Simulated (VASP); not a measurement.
# Ta2N in VASP: notebook

The runs below take Ta2N through single point, with PBE.

Everything below comes from runs of VASP 6.6.1. Logs are shortened: lines on timing, memory, paths and dates and some standing lists are left out, and cuts for length are marked.

## Step 1: The cell of the first run

Symmetry: P-3m1, No. 164, trigonal system. The conventional cell has a = 3.101 Å, b = 3.101 Å, c = 4.882 Å, α = 90.00°, β = 90.00°, γ = 120.00°. Within 3.2 Å of Ta (site symmetry 3m) lie 3 N at 2.18 Å and 12 Ta at 2.99 to 3.10 Å. Within 2.9 Å of N (site symmetry -3m) lie 6 Ta at 2.18 Å.

## Step 2: Single point, PBE

INCAR

```
SYSTEM = Ta2N
  ALGO = Normal
  EDIFF = 1E-6
  ENCUT = 600
  GGA = PE
  GGA_COMPAT = .FALSE.
  ISIF = 2
  ISMEAR = 0
  LASPH = .TRUE.
  LCHARG = .FALSE.
  LREAL = .FALSE.
  LWAVE = .FALSE.
  NBANDS = 36
  NELM = 120
  PREC = Accurate
  SIGMA = 0.2
```

KPOINTS

```
k-points
0
G
  8 4 4
  0 0 0
```

POSCAR

```
Ta2N
1.0
   -1.5505631915      2.6856542281      0.0000000000
    0.0000000000      0.0000000000      4.8819497278
    4.6516895746      2.6856542281      0.0000000000
Ta N
4 2
Direct
    0.0000000000      0.7449004354      0.3333333333
    0.5000000000      0.7449004354      0.8333333333
    0.5000000000      0.2550995646      0.1666666667
    0.0000000000      0.2550995646      0.6666666667
    0.0000000000      1.0000000000      0.0000000000
    0.5000000000      1.0000000000      0.5000000000
```

Potentials or basis: VASP PAW PBE potentials, release 64 (Ta_pv, N).

Run with:

```bash
$ cat potpaw_PBE.64/Ta_pv/POTCAR potpaw_PBE.64/N/POTCAR > POTCAR
$ mpirun -np 1 vasp_std > vasp.out
```

OUTCAR:

```text
SYSTEM = Ta2N
   EDIFF = 1E-6
   ENCUT = 600
   GGA = PE
   ISIF = 2
   ISMEAR = 0
   LASPH = .TRUE.
   LREAL = .FALSE.
   NELM = 120
   PREC = Accurate

 ion  position               nearest neighbor table
   1  0.000  0.745  0.333-   5 2.18   6 2.18   6 2.18   3 2.99   3 2.99   4 2.99   3 3.07   3 3.07
                             4 3.07   2 3.10   2 3.10   2 3.10   2 3.10
   2  0.500  0.745  0.833-   6 2.18   5 2.18   5 2.18   4 2.99   4 2.99   3 2.99   4 3.07   4 3.07
                             3 3.07   1 3.10   1 3.10   1 3.10   1 3.10
   3  0.500  0.255  0.167-   6 2.18   5 2.18   5 2.18   1 2.99   1 2.99   2 2.99   1 3.07   1 3.07
                             2 3.07   4 3.10   4 3.10   4 3.10   4 3.10
   4  0.000  0.255  0.667-   5 2.18   6 2.18   6 2.18   2 2.99   2 2.99   1 2.99   2 3.07   2 3.07
                             1 3.07   3 3.10   3 3.10   3 3.10   3 3.10
   5  0.000  0.000  0.000-   1 2.18   4 2.18   2 2.18   3 2.18   2 2.18   3 2.18
   6  0.500  0.000  0.500-   2 2.18   3 2.18   1 2.18   4 2.18   1 2.18   4 2.18

  LATTYP: Found a simple orthorhombic cell.
 ALAT       =     3.1011263831
 B/A-ratio  =     1.5742504899
 C/A-ratio  =     1.7320508076

  Lattice vectors:

 A1 = (  -1.5505631915,   2.6856542281,   0.0000000000)
 A2 = (   0.0000000000,   0.0000000000,   4.8819497278)
 A3 = (   4.6516895746,   2.6856542281,   0.0000000000)

Analysis of symmetry for initial positions (statically):
=====================================================================
 Subroutine PRICEL returns following result:

  LATTYP: Found a hexagonal cell.
 ALAT       =     3.1011263831
 C/A-ratio  =     1.5742504899

  Lattice vectors:

 A1 = (   1.5505631916,   2.6856542281,   0.0000000000)
 A2 = (  -3.1011263830,   0.0000000000,   0.0000000000)
 A3 = (   0.0000000000,   0.0000000000,   4.8819497278)

   2 primitive cells build up your supercell.

 Routine SETGRP: Setting up the symmetry group for a
 simple orthorhombic supercell.

 Subroutine GETGRP returns: Found  4 space group operations
 (whereof  4 operations were pure point group operations)
 out of a pool of  8 trial point group operations.

The static configuration has the point symmetry C_2h.

Analysis of symmetry for dynamics (positions and initial velocities):
=====================================================================
 Subroutine PRICEL returns following result:

  LATTYP: Found a hexagonal cell.
 ALAT       =     3.1011263831
 C/A-ratio  =     1.5742504899

  Lattice vectors:

 A1 = (   1.5505631916,   2.6856542281,   0.0000000000)
 A2 = (  -3.1011263830,   0.0000000000,   0.0000000000)
 A3 = (   0.0000000000,   0.0000000000,   4.8819497278)

   2 primitive cells build up your supercell.

 Routine SETGRP: Setting up the symmetry group for a
 simple orthorhombic supercell.

 Subroutine GETGRP returns: Found  4 space group operations
 (whereof  4 operations were pure point group operations)
 out of a pool of  8 trial point group operations.

The dynamic configuration has the point symmetry C_2h.

 Subroutine INISYM returns: Found  4 space group operations
 (whereof  4 operations are pure point group operations),
 and found     2 'primitive' translations

----------------------------------------------------------------------------------------

                                     Primitive cell

  volume of cell :      40.6596

  direct lattice vectors                    reciprocal lattice vectors
     1.550563192  2.685654228  0.000000000     0.000000000  0.372348752  0.000000000
    -3.101126383  0.000000000  0.000000000    -0.322463478  0.186174376  0.000000000
     0.000000000  0.000000000  4.881949728     0.000000000  0.000000000  0.204836194

  length of vectors
     3.101126383  3.101126383  4.881949728     0.372348752  0.372348752  0.204836194

  position of ions in fractional coordinates (direct lattice)
     0.333333333  0.666666667  0.744900435
     0.666666667  0.333333333  0.255099565
     0.000000000  0.000000000  0.000000000

  ion indices of the primitive-cell ions
   primitive index   ion index
                 1           1
                 2           4
                 3           5

----------------------------------------------------------------------------------------

 KPOINTS: k-points

Automatic generation of k-mesh.
 Grid dimensions read from file:
 generate k-points for:    8    4    4

 Generating k-lattice:

  Cartesian coordinates                     Fractional coordinates (reciprocal lattice)
    -0.020153967  0.034907695  0.000000000     0.125000000  0.000000000 -0.000000000
     0.000000000  0.000000000  0.051209048     0.000000000  0.250000000  0.000000000
     0.040307935  0.023271797  0.000000000    -0.000000000  0.000000000  0.250000000

  Length of vectors
     0.040307935  0.051209048  0.046543594

  Shift w.r.t. Gamma in fractional coordinates (k-lattice)
     0.000000000  0.000000000  0.000000000

 Subroutine IBZKPT returns following result:
 ===========================================

 Found     50 irreducible k-points:

 Following reciprocal coordinates:
            Coordinates               Weight
  0.000000  0.000000  0.000000      1.000000
  0.125000  0.000000  0.000000      2.000000
  0.250000  0.000000  0.000000      2.000000
  0.375000  0.000000  0.000000      2.000000
  0.500000  0.000000  0.000000      1.000000
  0.000000  0.250000  0.000000      2.000000
[... 16 lines left out ...]
  0.125000  0.250000  0.250000      4.000000
 -0.125000  0.250000 -0.250000      4.000000
 [... further k-points ...]
   k-points           NKPTS =     50   k-points in BZ     NKDIM =     50   number of bands    NBANDS=     36
   number of dos      NEDOS =    301   number of ions     NIONS =      6
   total plane-waves  NPLWV =  53760
   dimension x,y,z NGX =    28 NGY =   40 NGZ =   48
   dimension x,y,z NGXF=    56 NGYF=   80 NGZF=   96
   ions per type =               4   2
   NGX,Y,Z   is equivalent  to a cutoff of  15.01, 13.62, 14.86 a.u.
   NGXF,Y,Z  is equivalent  to a cutoff of  30.02, 27.24, 29.71 a.u.
 SYSTEM =  Ta2N
   PREC   = accura    normal or accurate (medium, high low for compatibility)
   ISTART =      0    job   : 0-new  1-cont  2-samecut
   ICHARG =      2    charge: 1-file 2-atom 10-const
   ISPIN  =      1    spin polarized calculation?
   LNONCOLLINEAR =      F non collinear calculations
   LSORBIT =      F    spin-orbit coupling
   LASPH  =      T    aspherical Exc in radial PAW
   ENCUT  =  600.0 eV  44.10 Ry    6.64 a.u.   6.19  9.75 10.73*2*pi/ulx,y,z
   NELM   =    120;   NELMIN=  2; NELMDL= -5     # of ELM steps
   EDIFF  = 0.1E-05   stopping-criterion for ELM
   LREAL  =      F    real-space projection
   EDIFFG = 0.1E-04   stopping-criterion for IOM
   NSW    =      0    number of steps for IOM
   IBRION =     -1    ionic relax: 0-MD 1-quasi-New 2-CG
   NFREE  =      0    steps in history (QN), initial steepest desc. (CG)
   ISIF   =      2    stress and relaxation
   ISYM   =      2    0-nonsym 1-usesym 2-fastsym
   POTIM  = 0.5000    time-step for ionic-motion
   TEBEG  =    0.0;   TEEND  =   0.0 temperature during run
   PSTRESS=    0.0 pullay stress
   NELECT =      54.0000    total number of electrons
   NUPDOWN=      -1.0000    fix difference up-down
   EMIN   =  10.00;   EMAX   =-10.00  energy-range for DOS
   EFERMI =   0.00;   METHOD = LEGACY
   ISMEAR =     0;   SIGMA  =   0.20  broadening in eV -4-tet -1-fermi 0-gaus
   EFERMI_NEDOS =   21; number of points for ismear=-14 and -15
   IALGO  =     38    algorithm
   IMIX   =      4    mixing-type and parameters
     AMIX     =   0.40;   BMIX     =  1.00
     AMIX_MAG =   1.60;   BMIX_MAG =  1.00
  volume/ion in A,a.u.               =      13.55        91.46
  Fermi-wavevector in a.u.,A,eV,Ry     =   1.428264  2.699027 27.755039  2.039938
  Thomas-Fermi vector in A             =   2.548344
   LORBIT       =      0    0 simple, 1 ext, 2 COOP (PROOUT), +10 PAW based schemes
   GGA     = PE    functional components
   LHFCALC =     F    Hartree Fock is set to
   AEXX    =    0.0000 exact exchange contribution
   IVDW    =     0    specifies the selected vdW correction
   LEPSILON=     F    determine dielectric tensor
   LRPA    =     F    only Hartree local field effects (RPA)
 non-spin polarized calculation
 Gauss-broadening in eV      SIGMA  =   0.20
  energy-cutoff  :      600.00
  volume of cell :       81.32
 maximum number of plane-waves:      2739
 NGX is ok and might be reduce to    28
   NGX = 13   NGY = 19   NGZ = 21

 number of electron      53.9999999 magnetization

 Free energy of the ion-electron system (eV)
  ---------------------------------------------------
  ext. energy  EPLUGINS =         0.00000000
  ---------------------------------------------------
  free energy    TOTEN  =       -68.78063670 eV

  energy without entropy =      -68.73281797  energy(sigma->0) =      -68.75672733

 E-fermi :   7.5030     XC(G=0): -12.8740

 val. band max:        7.4647685038   @ k =  -0.0000   0.0000   0.2500
 cond. band min:       7.5039738637   @ k =   0.1250   0.0000   0.0000
 fundamental gap:      0.0392053599
 Fermi energy:         7.5030228428

 k-point     1 :       0.0000    0.0000    0.0000
  band No.  band energies     occupation
      1     -28.1751      2.00000
      2     -28.0764      2.00000
      3     -27.8786      2.00000
      4     -27.7458      2.00000
      5     -27.6369      2.00000
      6     -27.4443      2.00000
[... 28 lines left out ...]
     35      11.2778      0.00000
     36      11.7043      0.00000

 k-point     2 :       0.1250    0.0000    0.0000
  band No.  band energies     occupation
      1     -28.1402      2.00000
      2     -28.0531      2.00000
      3     -27.8533      2.00000
      4     -27.7199      2.00000
      5     -27.6817      2.00000
      6     -27.5058      2.00000
[... 28 lines left out ...]
     35      10.8376      0.00000
     36      11.3202      0.00000
[... 817 lines left out ...]
     35      10.7133      0.00000
     36      10.8024      0.00000

 k-point    24 :      -0.1250    0.2500   -0.2500
  band No.  band energies     occupation
      1     -28.0020      2.00000
      2     -28.0005      2.00000
      3     -27.9411      2.00000
      4     -27.6844      2.00000
      5     -27.5929      2.00000
      6     -27.5632      2.00000
[... 28 lines left out ...]
     35      10.9087      0.00000
     36      10.9260      0.00000

 [... further k-points ...]

------------------------ aborting loop because EDIFF is reached ----------------------------------------

  FORCE on cell =-STRESS in cart. coord.  units (eV):
  Direction    XX          YY          ZZ          XY          YZ          ZX
  --------------------------------------------------------------------------------------
  -------------------------------------------------------------------------------------
  Total        0.1669913      0.1854709      0.2868095     -0.0160038     -0.0566287     -0.0980838
  in kB        3.2901191      3.6542100      5.6508180     -0.3153119     -1.1157177     -1.9324805
  external PRESSURE =       4.1983824 kB  Pullay stress =       0.0000000 kB

 VOLUME and BASIS-vectors are now :
 -----------------------------------------------------------------------------
  energy-cutoff  :      600.00
  volume of cell :       81.32
      direct lattice vectors                 reciprocal lattice vectors
    -1.550563191  2.685654228  0.000000000    -0.161231739  0.279261564  0.000000000
     0.000000000  0.000000000  4.881949728     0.000000000  0.000000000  0.204836194
     4.651689575  2.685654228  0.000000000     0.161231739  0.093087188  0.000000000

 POSITION                                       TOTAL-FORCE (eV/Angst)
 -----------------------------------------------------------------------------------
      1.55056      0.89522      3.63657        -0.044291     -0.025571     -0.021241
      3.10113      3.58087      3.63657        -0.044291     -0.025571     -0.021241
      0.00000      1.79044      1.24538         0.044291      0.025571      0.021241
      3.10113      1.79044      1.24538         0.044291      0.025571      0.021241
      0.00000      0.00000      0.00000         0.000000      0.000000      0.000000
      1.55056      2.68565      0.00000         0.000000      0.000000     -0.000000
 -----------------------------------------------------------------------------------
    total drift:                                0.000000      0.000000      0.000000

  FREE ENERGIE OF THE ION-ELECTRON SYSTEM (eV)
  ---------------------------------------------------
  free  energy   TOTEN  =       -68.7806367019 eV

  energy  without entropy=      -68.7328179667  energy(sigma->0) =      -68.75672733
```

Wall time 2.9 min (1 thread of Intel Xeon Platinum 8259CL at 2.50GHz (Skylake/Cascade Lake), shared host); peak memory 0.3 GiB.

Results:

```yaml
Free_energy: -68.7806 eV
Pressure: 0.4 GPa
Largest_force: 0.055 eV/Å
Band_gap_on_the_k_mesh: zero (bands 27 and 28 overlap by 2.76 eV)
```

Forces on the atoms (eV/Å):
```
Ta  -0.044 -0.026 -0.021
Ta  -0.044 -0.026 -0.021
Ta   0.044  0.026  0.021
Ta   0.044  0.026  0.021
N    0.000  0.000  0.000
N    0.000  0.000  0.000
```

Stress tensor (GPa, compression positive):
```
 0.33 -0.03 -0.19
-0.03  0.37 -0.11
-0.19 -0.11  0.57
```

Caveat: spin-orbit coupling is left out, which moves the levels of the heavy elements.

## Step 3: Single point, PBE

INCAR

```
PREC = Accurate ; ENCUT = 600
EDIFF = 1E-6 ; ISMEAR = 0
SIGMA = 0.2 ; LREAL = F
LASPH = T ; NELM = 120
ALGO = Normal ; ISIF = 2
LWAVE = F ; LCHARG = F
GGA = PE ; NBANDS = 36
GGA_COMPAT = F
```

KPOINTS

```
Automatic mesh
0
Gamma
  8 4 4
```

POSCAR

```
Ta2N
1.0
   -1.5522707350      2.6883635937      0.0007307161
   -0.0112058981     -0.0052336161      4.8840575878
    4.6496735202      2.6840785790     -0.0140700395
Ta N
4 2
Direct
    0.0004064296      0.7452666723      0.3310029339
    0.5004125352      0.7452606301      0.8310093529
    0.4995934254      0.2547328684      0.1689933958
   -0.0004133526      0.2547404276      0.6689947350
    0.0000033002      0.9999970709     -0.0000092104
    0.4999976622      1.0000023307      0.5000087927
```

Potentials or basis: VASP PAW PBE potentials, release 64 (Ta_pv, N).

Run with:

```bash
$ cat potpaw_PBE.64/Ta_pv/POTCAR potpaw_PBE.64/N/POTCAR > POTCAR
$ mpirun -np 1 vasp_std > vasp.out
```

Run time: 4.6 min. Hardware: 1 thread of Intel Xeon Platinum 8259CL at 2.50GHz (Skylake/Cascade Lake), shared host; peak memory 0.34 GiB.

It converged, with:

- Free energy: -68.7822 eV
- Pressure: 0.2 GPa
- Largest force: 0.063 eV/Å
- Band gap on the k mesh: zero (bands 27 and 28 overlap by 2.69 eV)

Forces in eV/Å, atoms in the order of the input:
```
Ta   0.004 -0.006 -0.062
Ta   0.004 -0.007 -0.062
Ta  -0.004  0.006  0.062
Ta  -0.004  0.007  0.062
N    0.000  0.000  0.000
N    0.000  0.000  0.000
```

Stress tensor (GPa, compression positive):
```
 0.29  0.01 -0.01
 0.01  0.28 -0.03
-0.01 -0.03  0.14
```

Levels at points of the mesh, in eV from the Fermi level:
| k point | band 23 | band 24 | band 25 | band 26 | band 27 | band 28 | band 29 | band 30 | band 31 | band 32 |
| --- | --- | --- | --- | --- | --- | --- | --- | --- | --- | --- |
| (0.00, 0.00, 0.00) | -2.62 | -1.30 | -0.71 | -0.22 | -0.21 | 0.27 | 0.28 | 0.40 | 1.14 | 1.20 |
| (0.50, 0.00, 0.00) | -3.06 | -3.05 | -2.47 | -2.47 | 0.88 | 0.88 | 2.17 | 2.17 | 2.72 | 2.72 |
| (0.00, 0.50, 0.00) | -2.67 | -2.18 | -2.05 | -1.08 | -1.07 | -0.33 | 0.73 | 1.76 | 1.95 | 2.29 |
| (0.50, 0.50, 0.00) | -2.35 | -2.35 | -1.96 | -1.96 | -0.24 | -0.24 | 0.23 | 0.23 | 2.16 | 2.17 |
| (0.00, 0.00, 0.50) | -2.77 | -2.77 | -1.66 | -1.66 | 0.15 | 0.15 | 1.02 | 1.02 | 1.44 | 1.44 |
| (0.50, 0.00, 0.50) | -2.59 | -2.59 | -1.40 | -1.39 | 1.68 | 1.68 | 1.98 | 1.98 | 3.74 | 3.75 |
| (0.00, 0.50, 0.50) | -2.68 | -2.68 | -1.91 | -1.91 | 0.19 | 0.19 | 0.69 | 0.69 | 1.58 | 1.58 |
| (0.50, 0.50, 0.50) | -2.14 | -2.14 | -2.13 | -2.13 | -0.28 | -0.28 | 0.77 | 0.77 | 3.36 | 3.36 |

Caveat: spin-orbit coupling is left out, which moves the levels of the heavy elements.
